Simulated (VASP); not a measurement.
The system is SrO.

```
Sr O
1.0
     0.00000    2.56630    2.56630
     2.56630    0.00000    2.56630
     2.56630    2.56630    0.00000
Sr O
1 1
Cartesian
  2.5663 2.5663 2.5663
  0.0000 0.0000 0.0000
```

| Quantity | Value |
| --- | --- |
| Program | VASP 6.6.1 |
| Task | relaxation of cell and atoms |
| Functional | RPBE |
| Dispersion | D4 |
| Potentials or basis | VASP PAW PBE potentials, release 64 (Sr_sv, O) |
| Cutoff | 600 eV |
| k mesh | 9 × 9 × 9 |
| Occupations | fermi-dirac, width 0.05 eV |
| Spin | no spin polarisation |

At the start: pressure 3.7 GPa; volume 16.90 Å³/atom.

**Question.** How do energy, volume and symmetry change on relaxing?

**Answer.** Over 3 steps the energy falls by 8.0 meV/atom and the volume is 17.62 Å³/atom (+4.3 %); space group Fm-3m (No. 225, to 0.05 Å).

The path:
| step | energy change (eV) | largest force (eV/Å) | pressure (GPa) | volume (Å³) |
| --- | --- | --- | --- | --- |
| 1 | 0.0000 | 0.0000 | 3.71 | 33.80 |
| 2 | -0.0143 | 0.0000 | -1.10 | 35.75 |
| 3 | -0.0161 | 0.0000 | 0.01 | 35.25 |

Final structure:
```xyz
2
Lattice="0.0000 2.6023 2.6023 2.6023 0.0000 2.6023 2.6023 2.6023 0.0000" Properties=species:S:1:pos:R:3 pbc="T T T"
Sr    2.6023    2.6023    2.6023
O     0.0000    0.0000    0.0000
```

Caveat: the PAW data sets were made with another functional, which shifts forces and pressure a little.
